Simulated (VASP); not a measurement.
Wanted: the native input for a VASP 6.6.1 run.

```yaml
Task: single point
Functional: LDA
Potentials_or_basis: VASP PAW LDA potentials, release 64 (Mo_sv)
Cutoff: 520 eV
k_mesh: 22 × 22 × 22
Occupations: gaussian, width 0.15 eV
Spin: no spin polarisation
Dipole_correction: no
Further_INCAR_settings: ALGO = Fast; EDIFF = 1e-06; NBANDS = 13
```

The structure of Mo lies in POSCAR:

```
Mo
1.0
   -1.4181195299      1.6419096650      1.6419096650
    1.6419096650     -1.4181195299      1.6419096650
    1.6419096650      1.6419096650     -1.4181195299
Mo
1
Direct
    0.0000000000      0.0000000000      0.0000000000
```

One way to write it, as run:

INCAR

```
SYSTEM = Mo
ALGO = Fast
EDIFF = 1E-6
ENCUT = 520
ISIF = 2
ISMEAR = 0
LASPH = .TRUE.
LCHARG = .FALSE.
LREAL = .FALSE.
LWAVE = .FALSE.
NBANDS = 13
NELM = 80
PREC = Accurate
SIGMA = 0.15
```

KPOINTS

```
k-points
0
G
  22 22 22
  0 0 0
```

Potentials or basis: VASP PAW LDA potentials, release 64 (Mo_sv).

Command:

```sh
$ cat potpaw_LDA.64/Mo_sv/POTCAR > POTCAR
$ mpirun -np 1 vasp_std > vasp.out
```

It gave:

* Pressure: -26.3 GPa
* Band gap on the k mesh: zero (bands 7 and 8 overlap by 2.17 eV)

Caveat: the cell stands under tension.

Wall time 82 s on 1 thread of AMD EPYC 9R45 96-Core Processor (Zen 5), on a shared host, peak memory 0.27 GiB.
